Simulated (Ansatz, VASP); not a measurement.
## Two plane-wave programs on Ga4As3P

```
CELL_PARAMETERS angstrom
3.88492 0.00000 0.00000
0.00000 3.88492 0.00000
0.00000 0.00000 10.98821
ATOMIC_POSITIONS crystal
Ga 0.50000 0.00000 0.87500
Ga 0.00000 0.50000 0.12500
Ga 0.50000 0.00000 0.37500
Ga 0.00000 0.50000 0.62500
P 0.50000 0.50000 0.00000
As 0.00000 0.00000 0.25000
As 0.50000 0.50000 0.50000
As 0.00000 0.00000 0.75000
```

Alike in both runs: task single point; functional PBE; k mesh 4 × 4 × 2; occupations gaussian, width 0.1 eV; no spin polarisation.

|  | VASP | Ansatz |
| --- | --- | --- |
| version | VASP 6.6.1 | Ansatz 0.2.0 |
| potentials or method | VASP PAW PBE potentials, release 64 (Ga_d, P, As), cutoff 520 eV | scalar-relativistic, plane waves, PAW |
| valence electrons in the cell | 72 | 102 |

VASP gave:

| Quantity | Value |
| --- | --- |
| gap on the k mesh at the Fermi level (eV) | 1.29 |
| least direct gap on the mesh (eV) | 1.29 |
| pressure (GPa) | 8.8 |
| traceless stress, the component that is largest in VASP (GPa) | -0.80 |
| rms of the force components (eV/Å) | 0.246 |

Task: Estimate Ansatz's values.

Result: gap on the k mesh at the Fermi level (eV): 1.29; least direct gap on the mesh (eV): 1.29; pressure (GPa): 8.6; traceless stress, the component that is largest in VASP (GPa): -0.80; rms of the force components (eV/Å): 0.240.

Atom by atom the forces differ by 0.007 eV/Å (rms over components). VASP's potentials hold 72 valence electrons a cell and Ansatz's 102, so a difference there can come from the potentials and not from the codes.
